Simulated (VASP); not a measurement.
Write the native input for VASP 6.6.1 that does the following.

```
Task                   : single point
Functional             : PBE
Potentials or basis    : VASP PAW PBE potentials, release 64 (Ti_sv, Ni)
Cutoff                 : 400 eV
k mesh                 : 1 × 1 × 1, shifted
Occupations            : fermi-dirac, width 0.05 eV
Spin                   : no spin polarisation
Dipole correction      : no
Mended                 : yes
Further INCAR settings : LREAL = Auto; ALGO = Normal; EDIFF = 1e-06; NBANDS = 134; ISYM = -1
```

The structure of Ti9Ni lies in POSCAR:

```
Ti9Ni
1.0
    7.3338560000     -0.1618810000      0.1227960000
   -0.1618810000      6.9367480000      0.0315590000
    0.1227960000      0.0315590000      7.0584070000
Ti Ni
18 2
Direct
    0.1967669299      0.2185438486      0.5945125838
    0.9810090261      0.0549486726      0.8931090104
    0.7716258236      0.1379227334      0.5217628754
    0.5489343547      0.5591399776      0.0223999776
    0.7098791020      0.9673448779      0.1361986138
    0.2016890855      0.7126816453      0.7083447961
    0.3109157784      0.9011284151      0.0606047617
    0.2342187293      0.5631234910      0.3182233984
    0.4572360124      0.2411468390      0.2958892698
    0.4444179604      0.9094859463      0.4697235205
    0.9426240161      0.2783912254      0.2305568087
    0.4917968957      0.4571997869      0.6340462572
    0.7554362958      0.6326884271      0.3738902320
    0.2537990314      0.3835843929      0.9637811980
    0.7174452013      0.7922967842      0.7454803194
    0.5518658742      0.1449146201      0.8158496269
    0.9579895055      0.6448281353      0.0406229889
    0.0511598451      0.9161134555      0.3721165627
    0.9712217063      0.5084310939      0.5507768654
    0.8755743176      0.3857676328      0.8425802784
```

One way to write it, as run:

INCAR

```
SYSTEM = Ti9Ni
PREC = Accurate
ENCUT = 400
EDIFF = 1E-6
ISMEAR = -1
SIGMA = 0.05
LREAL = Auto
LASPH = .True.
NELM = 120
ALGO = Normal
ISIF = 2
LWAVE = .False.
LCHARG = .True.
GGA = PE
LELF = .True.
LVHAR = .True.
NBANDS = 134
ISYM = -1
GGA_COMPAT = .False.
```

KPOINTS

```
explicit points
1
Reciprocal
  0.25000000   0.25000000   0.25000000 1
```

Potentials or basis: VASP PAW PBE potentials, release 64 (Ti_sv, Ni).

Run with:

```bash
$ cat potpaw_PBE.64/Ti_sv/POTCAR potpaw_PBE.64/Ni/POTCAR > POTCAR
$ mpirun -np 1 vasp_std > vasp.out
```

It gave:

```json
{"Pressure": "-5.7 GPa", "Largest force": "1.193 eV/Å"}
```

Caveat: the atoms stand as in a frame of molecular dynamics.

Wall time 2.3 min on 1 thread of Intel(R) Xeon(R) Platinum 8259CL CPU @ 2.50GHz (Skylake/Cascade Lake), on a shared host, peak memory 0.32 GiB.
